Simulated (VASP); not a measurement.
Wanted: the native input for a VASP 6.6.1 run.

```yaml
Task: single point
Functional: LDA
Potentials_or_basis: VASP PAW LDA potentials, release 64 (Ni, O)
Cutoff: 520 eV
k_mesh: 9 × 9 × 9
Occupations: gaussian, width 0.05 eV
Spin: collinear spin, ferromagnetic start
Starting_moments: "[2.0, 0.0] μB"
Dipole_correction: no
Further_INCAR_settings: ALGO = Normal; EDIFF = 1e-07; NBANDS = 19
```

The structure of NiO lies in POSCAR:

```
NiO
1.0
    0.0000000000      2.0936000000      2.0936000000
    2.0936000000      0.0000000000      2.0936000000
    2.0936000000      2.0936000000      0.0000000000
Ni O
1 1
Direct
    0.0000000000      0.0000000000      0.0000000000
    0.5000000000      0.5000000000      0.5000000000
```

The input as run:

INCAR

```
SYSTEM = NiO
PREC = Accurate ; ENCUT = 520
EDIFF = 1E-7 ; ISMEAR = 0
SIGMA = 0.05 ; LREAL = .False.
LASPH = .True. ; NELM = 150
ALGO = Normal ; ISIF = 2
LWAVE = .False. ; LCHARG = .True.
ISPIN = 2 ; MAGMOM = 2 0
LORBIT = 11 ; LMAXMIX = 4
LELF = .True. ; LVHAR = .True.
NBANDS = 19
```

KPOINTS

```
Automatic mesh
0
Gamma
  9 9 9
  0 0 0
```

Potentials or basis: VASP PAW LDA potentials, release 64 (Ni, O).

Command:

```console
$ cat potpaw_LDA.64/Ni/POTCAR potpaw_LDA.64/O/POTCAR > POTCAR
$ mpirun -np 1 vasp_std > vasp.out
```

It gave:

* Pressure: -20.6 GPa
* Net moment: 0.64 μB per cell
* Site moments: Ni +0.53; O +0.09 μB
* Valence electrons inside the program's atomic spheres: Ni 9.06; O 4.89

Caveat: a cell with one magnetic atom can't hold antiferromagnetic order, which such compounds often take.

Run time: 28 s on 1 thread of Intel(R) Xeon(R) 6975P-C (Granite Rapids), with other jobs on the host, peak memory 0.14 GiB.
